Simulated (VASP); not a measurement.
# Si4N in VASP: notebook

The runs below take Si4N through single point, with PBE+D3(BJ).

All numbers are computed with VASP 6.6.1; they aren't measurements. Logs are shortened: lines on timing, memory, paths and dates and some standing lists are left out, and cuts for length are marked.

## Step 1: The cell of the first run

The cell holds a slab with vacuum, 10 atoms: a = 3.816 Å, b = 3.816 Å, c = 28.987 Å, α = 90.00°, β = 90.00°, γ = 120.00°.

## Step 2: Single point, PBE+D3(BJ)

Contents of INCAR:

```
PREC = Accurate ; ENCUT = 1000
EDIFF = 1E-6 ; ISMEAR = 0
SIGMA = 0.05 ; LREAL = False
LASPH = True ; NELM = 120
ALGO = Normal ; ISIF = 2
LWAVE = False ; LCHARG = False
LDIPOL = True ; IDIPOL = 3
DIPOL = 0.5 0.5 0.379 ; GGA = PE
IVDW = 12 ; NBANDS = 32
GGA_COMPAT = False ; NELMDL = -8
```

Contents of KPOINTS:

```
regular mesh
0
Gamma
  9 9 1
```

Contents of POSCAR:

```
Si4N
1.0
    3.8155170209      0.0000000000      0.0000000000
   -1.9077585104      3.3043346686      0.0000000000
    0.0000000000      0.0000000000     28.9874813843
Si N
8 2
Direct
    0.6666666667      0.3333333333      0.1379906018
    0.3333333333      0.6666666667      0.1654736894
    0.3333333333      0.6666666667      0.2468813277
    0.6666666667      0.3333333333      0.2743644153
    0.6666666667      0.3333333333      0.3556303104
    0.3333333333      0.6666666667      0.3827070033
    0.3333333333      0.6666666667      0.4657581680
    0.6666666667      0.3333333333      0.4894347735
    0.6666666667      0.8333333333      0.6170760801
    0.6666666667      0.8333333333      0.6550234956
```

Potentials or basis: VASP PAW PBE potentials, release 64 (Si, N_h).

Started as:

```
cat potpaw_PBE.64/Si/POTCAR potpaw_PBE.64/N_h/POTCAR > POTCAR
mpirun -np 1 vasp_std > vasp.out
```

OUTCAR:

```text
PREC = Accurate
   ENCUT = 1000
   EDIFF = 1E-6
   ISMEAR = 0
   LREAL = False
   LASPH = True
   NELM = 120
   ISIF = 2
   GGA = PE
   IVDW = 12
   NELMDL = -8
 IVDW          = 12

 ion  position               nearest neighbor table
   1  0.667  0.333  0.138-   2 2.34   2 2.34   2 2.34
   2  0.333  0.667  0.165-   1 2.34   1 2.34   1 2.34   3 2.36
   3  0.333  0.667  0.247-   4 2.34   4 2.34   4 2.34   2 2.36
   4  0.667  0.333  0.274-   3 2.34   3 2.34   3 2.34   5 2.36
   5  0.667  0.333  0.356-   6 2.34   6 2.34   6 2.34   4 2.36
   6  0.333  0.667  0.383-   5 2.34   5 2.34   5 2.34   7 2.41
   7  0.333  0.667  0.466-   8 2.31   8 2.31   8 2.31   6 2.41
   8  0.667  0.333  0.489-   7 2.31   7 2.31   7 2.31
   9  0.667  0.833  0.617-  10 1.10
  10  0.667  0.833  0.655-   9 1.10

  LATTYP: Found a hexagonal cell.
 ALAT       =     3.8155170209
 C/A-ratio  =     7.5972617146

  Lattice vectors:

 A1 = (   3.8155170209,   0.0000000000,   0.0000000000)
 A2 = (  -1.9077585104,   3.3043346686,   0.0000000000)
 A3 = (   0.0000000000,   0.0000000000,  28.9874813843)

Analysis of symmetry for initial positions (statically):
=====================================================================
 Subroutine PRICEL returns:
 Original cell was already a primitive cell.

 Routine SETGRP: Setting up the symmetry group for a
 hexagonal supercell.

 Subroutine GETGRP returns: Found  2 space group operations
 (whereof  2 operations were pure point group operations)
 out of a pool of 24 trial point group operations.

The static configuration has the point symmetry C_1h.

Analysis of symmetry for dynamics (positions and initial velocities):
=====================================================================
 Subroutine PRICEL returns:
 Original cell was already a primitive cell.

 Routine SETGRP: Setting up the symmetry group for a
 hexagonal supercell.

 Subroutine GETGRP returns: Found  2 space group operations
 (whereof  2 operations were pure point group operations)
 out of a pool of 24 trial point group operations.

The dynamic configuration has the point symmetry C_1h.

 Subroutine INISYM returns: Found  2 space group operations
 (whereof  2 operations are pure point group operations),
 and found     1 'primitive' translations

----------------------------------------------------------------------------------------

                                     Primitive cell

  volume of cell :     365.4668

  direct lattice vectors                    reciprocal lattice vectors
     3.815517021  0.000000000  0.000000000     0.262087679  0.151316392  0.000000000
    -1.907758510  3.304334669  0.000000000     0.000000000  0.302632784  0.000000000
     0.000000000  0.000000000 28.987481384     0.000000000  0.000000000  0.034497650

  length of vectors
     3.815517021  3.815517021 28.987481384     0.302632784  0.302632784  0.034497650

  position of ions in fractional coordinates (direct lattice)
     0.666666667  0.333333333  0.137990602
     0.333333333  0.666666667  0.165473689
     0.333333333  0.666666667  0.246881328
     0.666666667  0.333333333  0.274364415
     0.666666667  0.333333333  0.355630310
     0.333333333  0.666666667  0.382707003
     0.333333333  0.666666667  0.465758168
     0.666666667  0.333333333  0.489434774
     0.666666667  0.833333333  0.617076080
     0.666666667  0.833333333  0.655023496

  ion indices of the primitive-cell ions
   primitive index   ion index
                 1           1
                 2           2
                 3           3
                 4           4
                 5           5
                 6           6
                 7           7
                 8           8
                 9           9
                10          10

----------------------------------------------------------------------------------------

 KPOINTS: regular mesh

Automatic generation of k-mesh.
 Grid dimensions read from file:
 generate k-points for:    9    9    1

 Generating k-lattice:

  Cartesian coordinates                     Fractional coordinates (reciprocal lattice)
     0.029120853  0.016812932  0.000000000     0.111111111 -0.000000000  0.000000000
     0.000000000  0.033625865  0.000000000     0.000000000  0.111111111  0.000000000
     0.000000000  0.000000000  0.034497650     0.000000000  0.000000000  1.000000000

  Length of vectors
     0.033625865  0.033625865  0.034497650

  Shift w.r.t. Gamma in fractional coordinates (k-lattice)
     0.000000000  0.000000000  0.000000000

 Subroutine IBZKPT returns following result:
 ===========================================

 Found     25 irreducible k-points:

 Following reciprocal coordinates:
            Coordinates               Weight
  0.000000  0.000000  0.000000      1.000000
  0.111111  0.000000  0.000000      2.000000
  0.000000  0.111111  0.000000      4.000000
  0.222222 -0.000000  0.000000      2.000000
  0.000000  0.222222  0.000000      4.000000
  0.333333  0.000000  0.000000      2.000000
[... 16 lines left out ...]
 -0.222222 -0.444444  0.000000      4.000000
  0.444444  0.333333  0.000000      4.000000
   k-points           NKPTS =     25   k-points in BZ     NKDIM =     25   number of bands    NBANDS=     32
   number of dos      NEDOS =    301   number of ions     NIONS =     10
   total plane-waves  NPLWV = 480000
   dimension x,y,z NGX =    40 NGY =   40 NGZ =  300
   dimension x,y,z NGXF=    80 NGYF=   80 NGZF=  600
   ions per type =               8   2
   NGX,Y,Z   is equivalent  to a cutoff of  17.43, 17.43, 17.21 a.u.
   NGXF,Y,Z  is equivalent  to a cutoff of  34.86, 34.86, 34.41 a.u.
 SYSTEM =  unknown system
   PREC   = accura    normal or accurate (medium, high low for compatibility)
   ISTART =      0    job   : 0-new  1-cont  2-samecut
   ICHARG =      2    charge: 1-file 2-atom 10-const
   ISPIN  =      1    spin polarized calculation?
   LNONCOLLINEAR =      F non collinear calculations
   LSORBIT =      F    spin-orbit coupling
   LASPH  =      T    aspherical Exc in radial PAW
   ENCUT  = 1000.0 eV  73.50 Ry    8.57 a.u.   9.84  9.84 74.74*2*pi/ulx,y,z
   NELM   =    120;   NELMIN=  2; NELMDL= -8     # of ELM steps
   EDIFF  = 0.1E-05   stopping-criterion for ELM
   LREAL  =      F    real-space projection
   EDIFFG = 0.1E-04   stopping-criterion for IOM
   NSW    =      0    number of steps for IOM
   IBRION =     -1    ionic relax: 0-MD 1-quasi-New 2-CG
   NFREE  =      0    steps in history (QN), initial steepest desc. (CG)
   ISIF   =      2    stress and relaxation
   ISYM   =      2    0-nonsym 1-usesym 2-fastsym
   POTIM  = 0.5000    time-step for ionic-motion
   TEBEG  =    0.0;   TEEND  =   0.0 temperature during run
   PSTRESS=    0.0 pullay stress
   NELECT =      42.0000    total number of electrons
   NUPDOWN=      -1.0000    fix difference up-down
   EMIN   =  10.00;   EMAX   =-10.00  energy-range for DOS
   EFERMI =   0.00;   METHOD = LEGACY
   ISMEAR =     0;   SIGMA  =   0.05  broadening in eV -4-tet -1-fermi 0-gaus
   EFERMI_NEDOS =   21; number of points for ismear=-14 and -15
   IALGO  =     38    algorithm
   IMIX   =      4    mixing-type and parameters
     AMIX     =   0.40;   BMIX     =  1.00
     AMIX_MAG =   1.60;   BMIX_MAG =  1.00
  volume/ion in A,a.u.               =      36.55       246.63
  Fermi-wavevector in a.u.,A,eV,Ry     =   0.795931  1.504091  8.619369  0.633506
  Thomas-Fermi vector in A             =   1.902355
   LORBIT       =      0    0 simple, 1 ext, 2 COOP (PROOUT), +10 PAW based schemes
   GGA     = PE    functional components
   LHFCALC =     F    Hartree Fock is set to
   AEXX    =    0.0000 exact exchange contribution
   IVDW    =    12    specifies the selected vdW correction
   LEPSILON=     F    determine dielectric tensor
   LRPA    =     F    only Hartree local field effects (RPA)
 non-spin polarized calculation
 Gauss-broadening in eV      SIGMA  =   0.05
  energy-cutoff  :     1000.00
  volume of cell :      365.47
 maximum number of plane-waves:     26306
   NGX = 19   NGY = 19   NGZ =149

 dipolmoment           0.000000      0.000000      0.029414 electrons x Angstroem

 number of electron      42.0000000 magnetization

 dipolmoment           0.000000      0.000000     -0.002782 electrons x Angstroem

 Free energy of the ion-electron system (eV)
  ---------------------------------------------------
  ext. energy  EPLUGINS =         0.00000000
  ---------------------------------------------------
  free energy    TOTEN  =       -57.51300083 eV

  energy without entropy =      -57.50718149  energy(sigma->0) =      -57.51009116

 E-fermi :   0.3572     XC(G=0):  -5.4567

 val. band max:        0.3228101053   @ k =   0.1111   0.0000   0.0000
 cond. band min:       0.3831141577   @ k =  -0.2222  -0.4444   0.0000
 fundamental gap:      0.0603040524
 Fermi energy:         0.3572342731

 k-point     1 :       0.0000    0.0000    0.0000
  band No.  band energies     occupation
      1     -23.5162      2.00000
      2     -11.5259      2.00000
      3     -10.9886      2.00000
      4     -10.2615      2.00000
      5      -9.5884      2.00000
      6      -8.8687      2.00000
[... 24 lines left out ...]
     31       3.4462      0.00000
     32       3.7933      0.00000

 k-point     2 :       0.1111    0.0000    0.0000
  band No.  band energies     occupation
      1     -23.5119      2.00000
      2     -11.3810      2.00000
      3     -10.8439      2.00000
      4     -10.1162      2.00000
      5      -9.4408      2.00000
      6      -8.8511      2.00000
[... 24 lines left out ...]
     31       3.9501      0.00000
     32       4.0836      0.00000
[... 733 lines left out ...]
     31       4.9527      0.00000
     32       5.0782      0.00000

 k-point    24 :       0.4444    0.3333    0.0000
  band No.  band energies     occupation
      1     -23.4763      2.00000
      2      -9.1003      2.00000
      3      -8.7084      2.00000
      4      -8.6211      2.00000
      5      -8.0688      2.00000
      6      -7.2697      2.00000
[... 24 lines left out ...]
     31       4.9514      0.00000
     32       5.0795      0.00000

 [... further k-points ...]

------------------------ aborting loop because EDIFF is reached ----------------------------------------

 vacuum level on the upper side and lower side of the slab       (xc-potential included)        -0.222        -0.178

 Edisp (eV)   -2.39524

 E8    (eV) :    -0.9955

  FORCE on cell =-STRESS in cart. coord.  units (eV):
  Direction    XX          YY          ZZ          XY          YZ          ZX
  --------------------------------------------------------------------------------------
  -------------------------------------------------------------------------------------
  Total       0.46878     0.49007    -0.01402    -0.01844    -0.00997    -0.01727
  in kB       2.05508     2.14842    -0.06145    -0.08083    -0.04371    -0.07570
  external pressure =        1.38 kB  Pullay stress =        0.00 kB

 VOLUME and BASIS-vectors are now :
 -----------------------------------------------------------------------------
  energy-cutoff  :     1000.00
  volume of cell :      365.47
      direct lattice vectors                 reciprocal lattice vectors
     3.815517021  0.000000000  0.000000000     0.262087679  0.151316392  0.000000000
    -1.907758510  3.304334669  0.000000000     0.000000000  0.302632784  0.000000000
     0.000000000  0.000000000 28.987481384     0.000000000  0.000000000  0.034497650

 POSITION                                       TOTAL-FORCE (eV/Angst)
 -----------------------------------------------------------------------------------
      1.90776      1.10144      4.00000         0.001375      0.000794      0.482208
     -0.00000      2.20289      4.79667         0.000162      0.000093     -0.649080
     -0.00000      2.20289      7.15647        -0.002306     -0.001331      0.233657
      1.90776      1.10144      7.95313         0.001225      0.000707     -0.052765
      1.90776      1.10144     10.30883         0.000079      0.000046      0.018386
     -0.00000      2.20289     11.09371         0.003083      0.001780      0.023645
     -0.00000      2.20289     13.50116         0.001798      0.001038     -0.005387
      1.90776      1.10144     14.18748        -0.005495     -0.003173     -0.002273
      0.95388      2.75361     17.88748        -0.000013     -0.000007     -0.473332
      0.95388      2.75361     18.98748         0.000092      0.000053      0.424941
 -----------------------------------------------------------------------------------
    total drift:                               -0.000065     -0.000037      0.000116

  FREE ENERGIE OF THE ION-ELECTRON SYSTEM (eV)
  ---------------------------------------------------
  free  energy   TOTEN  =       -59.9082432936 eV

  energy  without entropy=      -59.9024239514  energy(sigma->0) =      -59.90533362

 vacuum level on the upper side and lower side of the slab         5.005         5.059
```

It took 20 min on 1 thread of Intel Xeon 6975P-C (Granite Rapids), shared host; peak memory 1.2 GiB.

What came out:

```yaml
Free_energy: -59.9082 eV
Largest_force: 0.649 eV/Å
Band_gap_on_the_k_mesh: zero (bands 21 and 22 overlap by 0.31 eV)
Dispersion_energy_per_atom: -0.240 eV
```

Forces in eV/Å, atoms in the order of the input:
```
Si   0.001  0.001  0.482
Si   0.000  0.000 -0.649
Si  -0.002 -0.001  0.234
Si   0.001  0.001 -0.053
Si   0.000  0.000  0.018
Si   0.003  0.002  0.024
Si   0.002  0.001 -0.005
Si  -0.005 -0.003 -0.002
N    0.000  0.000 -0.473
N    0.000  0.000  0.425
```

Levels at points of the mesh, in eV from the Fermi level:
```csv
k point,band 17,band 18,band 19,band 20,band 21,band 22,band 23,band 24,band 25,band 26
"(0.00, 0.00, 0.00)",-0.32,-0.32,-0.25,0.12,0.12,0.75,1.48,2.01,2.49,2.49
```

## Step 3: Single point, PBE+D3(BJ)

Contents of INCAR:

```
SYSTEM = Si4N
  PREC = Accurate
  ENCUT = 1000
  EDIFF = 1E-6
  ISMEAR = 0
  SIGMA = 0.05
  LREAL = .FALSE.
  LASPH = .TRUE.
  NELM = 120
  ALGO = Normal
  ISIF = 2
  LWAVE = .FALSE.
  LCHARG = .FALSE.
  LDIPOL = .TRUE.
  IDIPOL = 3
  DIPOL = 0.5 0.5 0.379
  GGA = PE
  IVDW = 12
  NBANDS = 32
  GGA_COMPAT = .FALSE.
  NELMDL = -8
```

Contents of KPOINTS:

```
Automatic mesh
0
G
  9 9 1
  0 0 0
```

Edit POSCAR of step 2 so:

```diff
@@ -16,3 +16,3 @@
     0.6666666667      0.3333333333      0.4894347735
-    0.6666666667      0.8333333333      0.6170760801
-    0.6666666667      0.8333333333      0.6550234956
+    1.0000000000      0.5000000000      0.6170760801
+    1.0000000000      0.5000000000      0.6550234956
```

Potentials or basis: VASP PAW PBE potentials, release 64 (Si, N_h).

Started as:

```
cat potpaw_PBE.64/Si/POTCAR potpaw_PBE.64/N_h/POTCAR > POTCAR
mpirun -np 1 vasp_std > vasp.out
```

OUTCAR:

```text
SYSTEM = Si4N
   PREC = Accurate
   ENCUT = 1000
   EDIFF = 1E-6
   ISMEAR = 0
   LREAL = .FALSE.
   LASPH = .TRUE.
   NELM = 120
   ISIF = 2
   GGA = PE
   IVDW = 12
   NELMDL = -8
 IVDW          = 12

 ion  position               nearest neighbor table
   1  0.667  0.333  0.138-   2 2.34   2 2.34   2 2.34
   2  0.333  0.667  0.165-   1 2.34   1 2.34   1 2.34   3 2.36
   3  0.333  0.667  0.247-   4 2.34   4 2.34   4 2.34   2 2.36
   4  0.667  0.333  0.274-   3 2.34   3 2.34   3 2.34   5 2.36
   5  0.667  0.333  0.356-   6 2.34   6 2.34   6 2.34   4 2.36
[... 1072 lines left out ...]
  external pressure =        1.48 kB  Pullay stress =        0.00 kB

 VOLUME and BASIS-vectors are now :
 -----------------------------------------------------------------------------
  energy-cutoff  :     1000.00
  volume of cell :      365.47
      direct lattice vectors                 reciprocal lattice vectors
     3.815517021  0.000000000  0.000000000     0.262087679  0.151316392  0.000000000
    -1.907758510  3.304334669  0.000000000     0.000000000  0.302632784  0.000000000
     0.000000000  0.000000000 28.987481384     0.000000000  0.000000000  0.034497650

 POSITION                                       TOTAL-FORCE (eV/Angst)
 -----------------------------------------------------------------------------------
      1.90776      1.10144      4.00000         0.000945      0.000545      0.481466
     -0.00000      2.20289      4.79667        -0.001047     -0.000604     -0.648745
     -0.00000      2.20289      7.15647         0.000691      0.000399      0.234256
      1.90776      1.10144      7.95313        -0.000709     -0.000409     -0.054461
      1.90776      1.10144     10.30883        -0.000704     -0.000406      0.020339
     -0.00000      2.20289     11.09371        -0.001812     -0.001046      0.021827
     -0.00000      2.20289     13.50116        -0.000879     -0.000507     -0.009788
      1.90776      1.10144     14.18748        -0.010598     -0.006119     -0.017587
     -0.95388      1.65217     17.88748         0.025719      0.014849     -0.449538
     -0.95388      1.65217     18.98748        -0.011607     -0.006701      0.422231
 -----------------------------------------------------------------------------------
    total drift:                                0.000028      0.000016      0.000257

  FREE ENERGIE OF THE ION-ELECTRON SYSTEM (eV)
  ---------------------------------------------------
  free  energy   TOTEN  =       -59.9009988264 eV

  energy  without entropy=      -59.8953580578  energy(sigma->0) =      -59.89817844

 vacuum level on the upper side and lower side of the slab         4.861         4.990
```

OSZICAR:

```text
N       E                     dE             d eps       ncg     rms          rms(c)
DAV:   1     0.274860997049E+03    0.27486E+03   -0.21056E+04  1600   0.168E+03
DAV:   2    -0.119609096461E+02   -0.28682E+03   -0.27420E+03  2200   0.220E+02
DAV:   3    -0.577684272365E+02   -0.45808E+02   -0.45253E+02  2288   0.811E+01
[... 22 lines left out ...]
DAV:  26    -0.575057536959E+02   -0.12700E-04   -0.13574E-06  1656   0.527E-03    0.402E-03
DAV:  27    -0.575057669532E+02   -0.13257E-04   -0.12030E-05  1776   0.825E-03    0.639E-03
DAV:  28    -0.575057713323E+02   -0.43792E-05   -0.48113E-06  1712   0.474E-03    0.227E-03
DAV:  29    -0.575057732128E+02   -0.18805E-05   -0.60089E-07  1440   0.240E-03    0.974E-04
DAV:  30    -0.575057738237E+02   -0.61093E-06   -0.96844E-08  1144   0.138E-03
   1 F= -.59900999E+02 E0= -.59898178E+02  d E =-.564077E-02
```

Wall time 28 min (1 thread of Intel Xeon Platinum 8559C (Emerald Rapids), shared host); peak memory 1.2 GiB.

What came out:

* Free energy: -59.9010 eV
* Largest force: 0.649 eV/Å
* Band gap on the k mesh: zero (bands 21 and 22 overlap by 0.31 eV)
* Dispersion energy per atom: -0.240 eV

Forces in eV/Å, atoms in the order of the input:
```
Si   0.001  0.001  0.481
Si  -0.001 -0.001 -0.649
Si   0.001  0.000  0.234
Si  -0.001  0.000 -0.054
Si  -0.001  0.000  0.020
Si  -0.002 -0.001  0.022
Si  -0.001 -0.001 -0.010
Si  -0.011 -0.006 -0.018
N    0.026  0.015 -0.450
N   -0.012 -0.007  0.422
```

The gap in the log of VASP goes by the Fermi energy; the results here count the filled bands.